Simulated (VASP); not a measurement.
# AlNi (Pm) in VASP: single point with PBEsol

Aim: the single point of AlNi with PBEsol.

Program: VASP 6.6.1. These are calculated values, not measurements. Logs are shortened: lines on timing, memory, paths and dates and some standing lists are left out, and cuts for length are marked.

### Step 1. The cell of the first run

The structure is monoclinic, space group Pm (No. 6). Conventional cell: a = 2.862 Å, b = 2.862 Å, c = 2.862 Å, α = 90.00°, β = 90.00°, γ = 90.00°. Within 2.9 Å of Al (site symmetry m) lie 8 Ni at 2.11 to 2.89 Å and 6 Al at 2.86 Å. Ni (site symmetry m) has 8 Al at 2.11 to 2.89 Å and 6 Ni at 2.86 Å within 2.9 Å.

### Step 2. Single point, PBEsol (atom 2 (Ni) moved by (-0.450, -0.225) A along x and z)

Input file INCAR:

```
SYSTEM = AlNi
PREC = Accurate
ENCUT = 600
EDIFF = 1E-6
ISMEAR = 0
SIGMA = 0.15
LREAL = .False.
LASPH = .True.
NELM = 120
ALGO = Normal
ISIF = 2
LWAVE = .False.
LCHARG = .False.
GGA = PS
NBANDS = 14
GGA_COMPAT = .False.
```

Input file KPOINTS:

```
regular mesh
0
Gamma
  20 20 20
  0 0 0
```

Input file POSCAR:

```
AlNi
1.0
    2.8621655520      0.0000000000      0.0000000000
    0.0000000000      2.8621655520      0.0000000000
    0.0000000000      0.0000000000      2.8621655520
Al Ni
1 1
Direct
    0.0000000000      0.0000000000      0.0000000000
    0.3427763902      0.5000000000      0.4213881951
```

Potentials or basis: VASP PAW PBE potentials, release 64 (Al, Ni).

Run with:

```sh
$ cat potpaw_PBE.64/Al/POTCAR potpaw_PBE.64/Ni/POTCAR > POTCAR
$ mpirun -np 1 vasp_std > vasp.out
```

OUTCAR:

```text
SYSTEM = AlNi
   PREC = Accurate
   ENCUT = 600
   EDIFF = 1E-6
   ISMEAR = 0
   LREAL = .False.
   LASPH = .True.
   NELM = 120
   ISIF = 2
   GGA = PS

 ion  position               nearest neighbor table
   1  0.000  0.000  0.000-   2 2.11   2 2.11   2 2.40   2 2.40   2 2.65   2 2.65   2 2.89   2 2.89

   2  0.343  0.500  0.421-   1 2.11   1 2.11   1 2.40   1 2.40   1 2.65   1 2.65   1 2.89   1 2.89

  LATTYP: Found a simple cubic cell.
 ALAT       =     2.8621655520

  Lattice vectors:

 A1 = (   2.8621655520,   0.0000000000,   0.0000000000)
 A2 = (   0.0000000000,   2.8621655520,   0.0000000000)
 A3 = (   0.0000000000,   0.0000000000,   2.8621655520)

Analysis of symmetry for initial positions (statically):
=====================================================================
 Subroutine PRICEL returns:
 Original cell was already a primitive cell.

 Routine SETGRP: Setting up the symmetry group for a
 simple cubic supercell.

 Subroutine GETGRP returns: Found  2 space group operations
 (whereof  2 operations were pure point group operations)
 out of a pool of 48 trial point group operations.

The static configuration has the point symmetry C_1h.

Analysis of symmetry for dynamics (positions and initial velocities):
=====================================================================
 Subroutine PRICEL returns:
 Original cell was already a primitive cell.

 Routine SETGRP: Setting up the symmetry group for a
 simple cubic supercell.

 Subroutine GETGRP returns: Found  2 space group operations
 (whereof  2 operations were pure point group operations)
 out of a pool of 48 trial point group operations.

The dynamic configuration has the point symmetry C_1h.

 Subroutine INISYM returns: Found  2 space group operations
 (whereof  2 operations are pure point group operations),
 and found     1 'primitive' translations

----------------------------------------------------------------------------------------

                                     Primitive cell

  volume of cell :      23.4468

  direct lattice vectors                    reciprocal lattice vectors
     2.862165552  0.000000000  0.000000000     0.349385800  0.000000000  0.000000000
     0.000000000  2.862165552  0.000000000     0.000000000  0.349385800  0.000000000
     0.000000000  0.000000000  2.862165552     0.000000000  0.000000000  0.349385800

  length of vectors
     2.862165552  2.862165552  2.862165552     0.349385800  0.349385800  0.349385800

  position of ions in fractional coordinates (direct lattice)
     0.000000000  0.000000000  0.000000000
     0.342776390  0.500000000  0.421388195

  ion indices of the primitive-cell ions
   primitive index   ion index
                 1           1
                 2           2

----------------------------------------------------------------------------------------

 KPOINTS: regular mesh

Automatic generation of k-mesh.
 Grid dimensions read from file:
 generate k-points for:   20   20   20

 Generating k-lattice:

  Cartesian coordinates                     Fractional coordinates (reciprocal lattice)
     0.017469290  0.000000000  0.000000000     0.050000000  0.000000000  0.000000000
     0.000000000  0.017469290  0.000000000     0.000000000  0.050000000  0.000000000
     0.000000000  0.000000000  0.017469290     0.000000000  0.000000000  0.050000000

  Length of vectors
     0.017469290  0.017469290  0.017469290

  Shift w.r.t. Gamma in fractional coordinates (k-lattice)
     0.000000000  0.000000000  0.000000000

 Subroutine IBZKPT returns following result:
 ===========================================

 Found   2222 irreducible k-points:

 Following reciprocal coordinates:
            Coordinates               Weight
  0.000000  0.000000  0.000000      1.000000
  0.050000  0.000000  0.000000      2.000000
  0.000000  0.050000  0.000000      2.000000
  0.000000  0.000000  0.050000      2.000000
  0.100000  0.000000  0.000000      2.000000
  0.000000  0.100000  0.000000      2.000000
[... 16 lines left out ...]
  0.400000  0.000000  0.000000      2.000000
  0.000000  0.400000  0.000000      2.000000
 [... further k-points ...]
   k-points           NKPTS =   2222   k-points in BZ     NKDIM =   2222   number of bands    NBANDS=     14
   number of dos      NEDOS =    301   number of ions     NIONS =      2
   total plane-waves  NPLWV =  13824
   dimension x,y,z NGX =    24 NGY =   24 NGZ =   24
   dimension x,y,z NGXF=    48 NGYF=   48 NGZF=   48
   ions per type =               1   1
   NGX,Y,Z   is equivalent  to a cutoff of  13.94, 13.94, 13.94 a.u.
   NGXF,Y,Z  is equivalent  to a cutoff of  27.88, 27.88, 27.88 a.u.
 SYSTEM =  AlNi
   PREC   = accura    normal or accurate (medium, high low for compatibility)
   ISTART =      0    job   : 0-new  1-cont  2-samecut
   ICHARG =      2    charge: 1-file 2-atom 10-const
   ISPIN  =      1    spin polarized calculation?
   LNONCOLLINEAR =      F non collinear calculations
   LSORBIT =      F    spin-orbit coupling
   LASPH  =      T    aspherical Exc in radial PAW
   ENCUT  =  600.0 eV  44.10 Ry    6.64 a.u.   5.72  5.72  5.72*2*pi/ulx,y,z
   NELM   =    120;   NELMIN=  2; NELMDL= -5     # of ELM steps
   EDIFF  = 0.1E-05   stopping-criterion for ELM
   LREAL  =      F    real-space projection
   EDIFFG = 0.1E-04   stopping-criterion for IOM
   NSW    =      0    number of steps for IOM
   IBRION =     -1    ionic relax: 0-MD 1-quasi-New 2-CG
   NFREE  =      0    steps in history (QN), initial steepest desc. (CG)
   ISIF   =      2    stress and relaxation
   ISYM   =      2    0-nonsym 1-usesym 2-fastsym
   POTIM  = 0.5000    time-step for ionic-motion
   TEBEG  =    0.0;   TEEND  =   0.0 temperature during run
   PSTRESS=    0.0 pullay stress
   NELECT =      13.0000    total number of electrons
   NUPDOWN=      -1.0000    fix difference up-down
   EMIN   =  10.00;   EMAX   =-10.00  energy-range for DOS
   EFERMI =   0.00;   METHOD = LEGACY
   ISMEAR =     0;   SIGMA  =   0.15  broadening in eV -4-tet -1-fermi 0-gaus
   EFERMI_NEDOS =   21; number of points for ismear=-14 and -15
   IALGO  =     38    algorithm
   IMIX   =      4    mixing-type and parameters
     AMIX     =   0.40;   BMIX     =  1.00
     AMIX_MAG =   1.60;   BMIX_MAG =  1.00
  volume/ion in A,a.u.               =      11.72        79.11
  Fermi-wavevector in a.u.,A,eV,Ry     =   1.344914  2.541519 24.610134  1.808794
  Thomas-Fermi vector in A             =   2.472869
   LORBIT       =      0    0 simple, 1 ext, 2 COOP (PROOUT), +10 PAW based schemes
   GGA     = PS    functional components
   LHFCALC =     F    Hartree Fock is set to
   AEXX    =    0.0000 exact exchange contribution
   IVDW    =     0    specifies the selected vdW correction
   LEPSILON=     F    determine dielectric tensor
   LRPA    =     F    only Hartree local field effects (RPA)
 non-spin polarized calculation
 Gauss-broadening in eV      SIGMA  =   0.15
  energy-cutoff  :      600.00
  volume of cell :       23.45
 maximum number of plane-waves:       804
   NGX = 11   NGY = 11   NGZ = 11

 number of electron      12.9999999 magnetization

 Free energy of the ion-electron system (eV)
  ---------------------------------------------------
  ext. energy  EPLUGINS =         0.00000000
  ---------------------------------------------------
  free energy    TOTEN  =       -10.69852632 eV

  energy without entropy =      -10.68987438  energy(sigma->0) =      -10.69420035

 E-fermi :  10.0775     XC(G=0): -12.1991

 val. band max:       10.0751896863   @ k =   0.3500   0.1500   0.0500
 cond. band min:      10.0792732352   @ k =  -0.2500   0.3500   0.0500
 fundamental gap:      0.0040835489
 Fermi energy:        10.0774713449

 k-point     1 :       0.0000    0.0000    0.0000
  band No.  band energies     occupation
      1      -1.0910      2.00000
      2       6.4224      2.00000
      3       6.6465      2.00000
      4       8.1167      2.00000
      5       8.4214      2.00000
      6       8.4366      2.00000
      7      15.6012      0.00000
      8      15.7986      0.00000
      9      16.0893      0.00000
     10      18.6709      0.00000
     11      18.7076      0.00000
     12      22.9657      0.00000
     13      29.9950      0.00000
     14      30.3228      0.00000

 k-point     2 :       0.0500    0.0000    0.0000
  band No.  band energies     occupation
      1      -1.0451      2.00000
      2       6.4318      2.00000
      3       6.6447      2.00000
      4       8.1131      2.00000
      5       8.4027      2.00000
      6       8.4225      2.00000
      7      15.2068      0.00000
      8      15.8573      0.00000
      9      16.0011      0.00000
     10      18.6777      0.00000
     11      19.2082      0.00000
     12      23.1001      0.00000
     13      29.7348      0.00000
     14      29.9745      0.00000

 k-point     3 :       0.0000    0.0500    0.0000
  band No.  band energies     occupation
      1      -1.0440      2.00000
      2       6.4242      2.00000
      3       6.6559      2.00000
      4       8.0988      2.00000
      5       8.4138      2.00000
      6       8.4235      2.00000
      7      15.1198      0.00000
      8      15.6793      0.00000
      9      16.3607      0.00000
     10      18.7044      0.00000
     11      19.0343      0.00000
     12      23.1513      0.00000
     13      29.6566      0.00000
     14      30.2880      0.00000
[... 324 lines left out ...]
 k-point    23 :       0.4000    0.0000    0.0000
  band No.  band energies     occupation
      1       1.6832      2.00000
      2       4.8003      2.00000
      3       6.8089      2.00000
      4       7.7007      2.00000
      5       7.8221      2.00000
      6       8.2931      2.00000
      7       9.6215      1.99998
      8      18.7180      0.00000
      9      18.8738      0.00000
     10      19.1885      0.00000
     11      22.3981      0.00000
     12      22.8782      0.00000
     13      23.7340      0.00000
     14      25.9068      0.00000

 k-point    24 :       0.0000    0.4000    0.0000
  band No.  band energies     occupation
      1       1.7801      2.00000
      2       4.7386      2.00000
      3       7.0089      2.00000
      4       7.5251      2.00000
      5       7.7578      2.00000
      6       8.4774      2.00000
      7       9.3698      2.00000
      8      18.7297      0.00000
      9      19.2519      0.00000
     10      19.3698      0.00000
     11      21.5956      0.00000
     12      22.8239      0.00000
     13      24.5257      0.00000
     14      25.7849      0.00000

 [... further k-points ...]

------------------------ aborting loop because EDIFF is reached ----------------------------------------

  FORCE on cell =-STRESS in cart. coord.  units (eV):
  Direction    XX          YY          ZZ          XY          YZ          ZX
  --------------------------------------------------------------------------------------
  -------------------------------------------------------------------------------------
  Total        1.4118329      3.8263234      2.8385810      0.0000000      0.0000000      2.0455189
  in kB       96.4738556    261.4616520    193.9669001      0.0000000      0.0000000    139.7751058
  external PRESSURE =     183.9674692 kB  Pullay stress =       0.0000000 kB

 VOLUME and BASIS-vectors are now :
 -----------------------------------------------------------------------------
  energy-cutoff  :      600.00
  volume of cell :       23.45
      direct lattice vectors                 reciprocal lattice vectors
     2.862165552  0.000000000  0.000000000     0.349385800  0.000000000  0.000000000
     0.000000000  2.862165552  0.000000000     0.000000000  0.349385800  0.000000000
     0.000000000  0.000000000  2.862165552     0.000000000  0.000000000  0.349385800

 POSITION                                       TOTAL-FORCE (eV/Angst)
 -----------------------------------------------------------------------------------
      0.00000      0.00000      0.00000        -3.209988      0.000000     -2.336732
      0.98108      1.43108      1.20608         3.209988      0.000000      2.336732
 -----------------------------------------------------------------------------------
    total drift:                                0.000340      0.000000      0.000180

  FREE ENERGIE OF THE ION-ELECTRON SYSTEM (eV)
  ---------------------------------------------------
  free  energy   TOTEN  =       -10.6985263225 eV

  energy  without entropy=      -10.6898743813  energy(sigma->0) =      -10.69420035
```

It took 15 min on 1 thread of Oxide Virtual Turin-like, shared host; peak memory 0.9 GiB.

Results:

```yaml
Free_energy: -10.6985 eV
Pressure: 18.4 GPa
Largest_force: 3.970 eV/Å
Band_gap_on_the_k_mesh: zero (an odd number of electrons rules out a gap without spin polarisation)
```

Forces in eV/Å, atoms in the order of the input:
```
Al  -3.210  0.000 -2.337
Ni   3.210  0.000  2.337
```

Stress tensor (GPa, compression positive):
```
 9.65  0.00 13.98
 0.00 26.15  0.00
13.98  0.00 19.40
```

Caveat: the cell differs from its parent crystal (atom 2 (Ni) moved by (-0.450, -0.225) A along x and z); the stress differs along the axes, from 10 to 26 GPa; the PAW data sets were made with another functional, which shifts forces and pressure a little.
